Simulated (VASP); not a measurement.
# SnO (Pmn2_1) in VASP: single point with LDA

Aim: the single point of SnO with LDA.

All numbers are computed with VASP 6.6.1; they aren't measurements. Logs are shortened: lines on timing, memory, paths and dates and some standing lists are left out, and cuts for length are marked.

## Step 1: The cell of the first run

It takes space group Pmn2_1 (No. 31, orthorhombic). The conventional cell has a = 3.355 Å, b = 5.674 Å, c = 4.222 Å, α = 90.00°, β = 90.00°, γ = 90.00°. Sn (site symmetry m) has 3 O at 2.15 to 2.16 Å within 2.8 Å. Within 2.8 Å of O (site symmetry m) lie 3 Sn at 2.15 to 2.16 Å.

## Step 2: Single point, LDA

Input file INCAR:

```
  PREC = Accurate
  ENCUT = 910
  EDIFF = 1E-6
  ISMEAR = 0
  SIGMA = 0.01
  LREAL = False
  LASPH = True
  NELM = 120
  ALGO = Normal
  ISIF = 2
  LWAVE = False
  LCHARG = False
  GGA = CA
  NBANDS = 28
  GGA_COMPAT = False
```

Input file KPOINTS:

```
regular mesh
0
Gamma
  6 4 6
```

Input file POSCAR:

```
SnO
1.0
    3.3550050000      0.0000000000      0.0000000000
    0.0000000000      5.6741040000      0.0000000000
    0.0000000000      0.0000000000      4.2219700000
Sn O
2 2
Direct
    0.0000000000      0.2319089992      0.5131439991
    0.5000000000      0.7680910008      0.0131439991
    0.0000000000      0.8912500000      0.7368570004
    0.5000000000      0.1087500000      0.2368570004
```

Potentials or basis: VASP PAW LDA potentials, release 64 (Sn_d, O_h).

Started as:

```bash
$ cat potpaw_LDA.64/Sn_d/POTCAR potpaw_LDA.64/O_h/POTCAR > POTCAR
$ mpirun -np 1 vasp_std > vasp.out
```

OUTCAR:

```text
PREC = Accurate
   ENCUT = 910
   EDIFF = 1E-6
   ISMEAR = 0
   LREAL = False
   LASPH = True
   NELM = 120
   ISIF = 2
   GGA = CA

 ion  position               nearest neighbor table
   1  0.000  0.232  0.513-   3 2.15   4 2.16   4 2.16
   2  0.500  0.768  0.013-   4 2.15   3 2.16   3 2.16
   3  0.000  0.891  0.737-   1 2.15   2 2.16   2 2.16
   4  0.500  0.109  0.237-   2 2.15   1 2.16   1 2.16

  LATTYP: Found a simple orthorhombic cell.
 ALAT       =     3.3550050000
 B/A-ratio  =     1.2584094510
 C/A-ratio  =     1.6912356315

  Lattice vectors:

 A1 = (  -3.3550050000,   0.0000000000,   0.0000000000)
 A2 = (   0.0000000000,   0.0000000000,   4.2219700000)
 A3 = (   0.0000000000,   5.6741040000,   0.0000000000)

Analysis of symmetry for initial positions (statically):
=====================================================================
 Subroutine PRICEL returns:
 Original cell was already a primitive cell.

 Routine SETGRP: Setting up the symmetry group for a
 simple orthorhombic supercell.

 Subroutine GETGRP returns: Found  4 space group operations
 (whereof  2 operations were pure point group operations)
 out of a pool of  8 trial point group operations.

The static configuration has the point symmetry C_1h.
 The point group associated with its full space group is C_2v.

Analysis of symmetry for dynamics (positions and initial velocities):
=====================================================================
 Subroutine PRICEL returns:
 Original cell was already a primitive cell.

 Routine SETGRP: Setting up the symmetry group for a
 simple orthorhombic supercell.

 Subroutine GETGRP returns: Found  4 space group operations
 (whereof  2 operations were pure point group operations)
 out of a pool of  8 trial point group operations.

The dynamic configuration has the point symmetry C_1h.
 The point group associated with its full space group is C_2v.

 Subroutine INISYM returns: Found  4 space group operations
 (whereof  2 operations are pure point group operations),
 and found     1 'primitive' translations

----------------------------------------------------------------------------------------

                                     Primitive cell

  volume of cell :      80.3722

  direct lattice vectors                    reciprocal lattice vectors
     3.355005000  0.000000000  0.000000000     0.298062149  0.000000000  0.000000000
     0.000000000  5.674104000  0.000000000     0.000000000  0.176239279  0.000000000
     0.000000000  0.000000000  4.221970000     0.000000000  0.000000000  0.236856254

  length of vectors
     3.355005000  5.674104000  4.221970000     0.298062149  0.176239279  0.236856254

  position of ions in fractional coordinates (direct lattice)
     0.000000000  0.231908999  0.513143999
     0.500000000  0.768091001  0.013143999
     0.000000000  0.891250000  0.736857000
     0.500000000  0.108750000  0.236857000

  ion indices of the primitive-cell ions
   primitive index   ion index
                 1           1
                 2           2
                 3           3
                 4           4

----------------------------------------------------------------------------------------

 KPOINTS: regular mesh

Automatic generation of k-mesh.
 Grid dimensions read from file:
 generate k-points for:    6    4    6

 Generating k-lattice:

  Cartesian coordinates                     Fractional coordinates (reciprocal lattice)
     0.049677025  0.000000000  0.000000000     0.166666667  0.000000000  0.000000000
     0.000000000  0.044059820  0.000000000     0.000000000  0.250000000  0.000000000
     0.000000000  0.000000000  0.039476042     0.000000000  0.000000000  0.166666667

  Length of vectors
     0.049677025  0.044059820  0.039476042

  Shift w.r.t. Gamma in fractional coordinates (k-lattice)
     0.000000000  0.000000000  0.000000000

 Subroutine IBZKPT returns following result:
 ===========================================

 Found     48 irreducible k-points:

 Following reciprocal coordinates:
            Coordinates               Weight
  0.000000  0.000000  0.000000      1.000000
  0.166667  0.000000  0.000000      2.000000
  0.333333  0.000000  0.000000      2.000000
  0.500000  0.000000  0.000000      1.000000
  0.000000  0.250000  0.000000      2.000000
  0.166667  0.250000  0.000000      4.000000
[... 16 lines left out ...]
  0.333333  0.500000  0.166667      4.000000
  0.500000  0.500000  0.166667      2.000000
 [... further k-points ...]
   k-points           NKPTS =     48   k-points in BZ     NKDIM =     48   number of bands    NBANDS=     28
   number of dos      NEDOS =    301   number of ions     NIONS =      4
   total plane-waves  NPLWV =  84672
   dimension x,y,z NGX =    36 NGY =   56 NGZ =   42
   dimension x,y,z NGXF=    72 NGYF=  112 NGZF=   84
   ions per type =               2   2
   NGX,Y,Z   is equivalent  to a cutoff of  17.84, 16.41, 16.54 a.u.
   NGXF,Y,Z  is equivalent  to a cutoff of  35.68, 32.81, 33.08 a.u.
 SYSTEM =  unknown system
   PREC   = accura    normal or accurate (medium, high low for compatibility)
   ISTART =      0    job   : 0-new  1-cont  2-samecut
   ICHARG =      2    charge: 1-file 2-atom 10-const
   ISPIN  =      1    spin polarized calculation?
   LNONCOLLINEAR =      F non collinear calculations
   LSORBIT =      F    spin-orbit coupling
   LASPH  =      T    aspherical Exc in radial PAW
   ENCUT  =  910.0 eV  66.88 Ry    8.18 a.u.   8.25 13.96 10.38*2*pi/ulx,y,z
   NELM   =    120;   NELMIN=  2; NELMDL= -5     # of ELM steps
   EDIFF  = 0.1E-05   stopping-criterion for ELM
   LREAL  =      F    real-space projection
   EDIFFG = 0.1E-04   stopping-criterion for IOM
   NSW    =      0    number of steps for IOM
   IBRION =     -1    ionic relax: 0-MD 1-quasi-New 2-CG
   NFREE  =      0    steps in history (QN), initial steepest desc. (CG)
   ISIF   =      2    stress and relaxation
   ISYM   =      2    0-nonsym 1-usesym 2-fastsym
   POTIM  = 0.5000    time-step for ionic-motion
   TEBEG  =    0.0;   TEEND  =   0.0 temperature during run
   PSTRESS=    0.0 pullay stress
   NELECT =      40.0000    total number of electrons
   NUPDOWN=      -1.0000    fix difference up-down
   EMIN   =  10.00;   EMAX   =-10.00  energy-range for DOS
   EFERMI =   0.00;   METHOD = LEGACY
   ISMEAR =     0;   SIGMA  =   0.01  broadening in eV -4-tet -1-fermi 0-gaus
   EFERMI_NEDOS =   21; number of points for ismear=-14 and -15
   IALGO  =     38    algorithm
   IMIX   =      4    mixing-type and parameters
     AMIX     =   0.40;   BMIX     =  1.00
     AMIX_MAG =   1.60;   BMIX_MAG =  1.00
  volume/ion in A,a.u.               =      20.09       135.59
  Fermi-wavevector in a.u.,A,eV,Ry     =   1.297357  2.451650 22.900458  1.683136
  Thomas-Fermi vector in A             =   2.428755
   LORBIT       =      0    0 simple, 1 ext, 2 COOP (PROOUT), +10 PAW based schemes
   GGA     = CA    functional components
   LHFCALC =     F    Hartree Fock is set to
   AEXX    =    0.0000 exact exchange contribution
   IVDW    =     0    specifies the selected vdW correction
   LEPSILON=     F    determine dielectric tensor
   LRPA    =     F    only Hartree local field effects (RPA)
 non-spin polarized calculation
 Gauss-broadening in eV      SIGMA  =   0.01
  energy-cutoff  :      910.00
  volume of cell :       80.37
 maximum number of plane-waves:      5040
 NGX is ok and might be reduce to    36
   NGX = 17   NGY = 27   NGZ = 21

 number of electron      39.9999997 magnetization

 Free energy of the ion-electron system (eV)
  ---------------------------------------------------
  ext. energy  EPLUGINS =         0.00000000
  ---------------------------------------------------
  free energy    TOTEN  =       -25.20154029 eV

  energy without entropy =      -25.20154029  energy(sigma->0) =      -25.20154029

 E-fermi :   4.8241     XC(G=0):  -9.9681

 val. band max:        4.7180351918   @ k =   0.0000   0.0000   0.0000
 cond. band min:       6.3184560076   @ k =   0.3333   0.5000   0.0000
 fundamental gap:      1.6004208158
 Fermi energy:         4.8241060138

 k-point     1 :       0.0000    0.0000    0.0000
  band No.  band energies     occupation
      1     -16.3569      2.00000
      2     -16.0506      2.00000
      3     -15.9648      2.00000
      4     -15.9405      2.00000
      5     -15.9137      2.00000
      6     -15.8806      2.00000
[... 20 lines left out ...]
     27      13.3643      0.00000
     28      13.9353      0.00000

 k-point     2 :       0.1667    0.0000    0.0000
  band No.  band energies     occupation
      1     -16.3452      2.00000
      2     -16.0489      2.00000
      3     -15.9819      2.00000
      4     -15.9480      2.00000
      5     -15.9261      2.00000
      6     -15.8815      2.00000
[... 20 lines left out ...]
     27      13.2916      0.00000
     28      14.1040      0.00000

 k-point     3 :       0.3333    0.0000    0.0000
  band No.  band energies     occupation
      1     -16.3381      2.00000
      2     -16.2015      2.00000
      3     -15.9361      2.00000
      4     -15.9238      2.00000
      5     -15.9070      2.00000
      6     -15.8884      2.00000
[... 20 lines left out ...]
     27      12.8197      0.00000
     28      14.3459      0.00000

 k-point     4 :       0.5000    0.0000    0.0000
  band No.  band energies     occupation
      1     -16.3106      2.00000
      2     -16.3106      2.00000
      3     -15.9251      2.00000
      4     -15.9251      2.00000
      5     -15.8909      2.00000
      6     -15.8909      2.00000
[... 578 lines left out ...]
     27      14.0419      0.00000
     28      15.0287      0.00000

 k-point    23 :       0.3333    0.5000    0.1667
  band No.  band energies     occupation
      1     -16.3364      2.00000
      2     -16.2183      2.00000
      3     -15.9338      2.00000
      4     -15.9331      2.00000
      5     -15.8999      2.00000
      6     -15.8897      2.00000
[... 20 lines left out ...]
     27      13.8891      0.00000
     28      14.4022      0.00000

 k-point    24 :       0.5000    0.5000    0.1667
  band No.  band energies     occupation
      1     -16.3196      2.00000
      2     -16.3196      2.00000
      3     -15.9292      2.00000
      4     -15.9292      2.00000
      5     -15.8845      2.00000
      6     -15.8845      2.00000
[... 20 lines left out ...]
     27      13.8206      0.00000
     28      13.8206      0.00000

 [... further k-points ...]
[... 5 lines left out ...]
  --------------------------------------------------------------------------------------
  -------------------------------------------------------------------------------------
  Total       -3.1541496     -2.5043770     -2.3763592      0.0000000      0.0000000      0.0000000
  in kB      -62.8763423    -49.9234609    -47.3714927      0.0000000      0.0000000      0.0000000
  external PRESSURE =     -53.3904320 kB  Pullay stress =       0.0000000 kB

 VOLUME and BASIS-vectors are now :
 -----------------------------------------------------------------------------
  energy-cutoff  :      910.00
  volume of cell :       80.37
      direct lattice vectors                 reciprocal lattice vectors
     3.355005000  0.000000000  0.000000000     0.298062149  0.000000000  0.000000000
     0.000000000  5.674104000  0.000000000     0.000000000  0.176239279  0.000000000
     0.000000000  0.000000000  4.221970000     0.000000000  0.000000000  0.236856254

 POSITION                                       TOTAL-FORCE (eV/Angst)
 -----------------------------------------------------------------------------------
      0.00000      1.31588      2.16648         0.000000     -0.627076     -0.191937
      1.67750      4.35823      0.05549         0.000000      0.627076     -0.191937
      0.00000      5.05705      3.11099         0.000000      0.174250      0.191937
      1.67750      0.61706      1.00000         0.000000     -0.174250      0.191937
 -----------------------------------------------------------------------------------
    total drift:                                0.000000      0.000000     -0.000214

  FREE ENERGIE OF THE ION-ELECTRON SYSTEM (eV)
  ---------------------------------------------------
  free  energy   TOTEN  =       -25.2015402850 eV

  energy  without entropy=      -25.2015402850  energy(sigma->0) =      -25.20154029
```

Wall time 2.1 min (1 thread of Intel Xeon Platinum 8488C (Sapphire Rapids), shared host); peak memory 0.36 GiB.

What came out:

- Free energy: -25.2015 eV
- Pressure: -5.3 GPa
- Largest force: 0.656 eV/Å
- Band gap on the k mesh: 1.60 eV (least direct gap 2.35 eV)

Forces in eV/Å, atoms in the order of the input:
```
Sn   0.000 -0.627 -0.192
Sn   0.000  0.627 -0.192
O    0.000  0.174  0.192
O    0.000 -0.174  0.192
```

Caveat: the cutoff is under 1.25 times the usual one of these potentials, so pressure, stress and relaxed cells hold a basis-set (Pulay) error; the cell stands under tension; spin-orbit coupling is left out, which moves the levels of the heavy elements. A k mesh can miss the band edges.
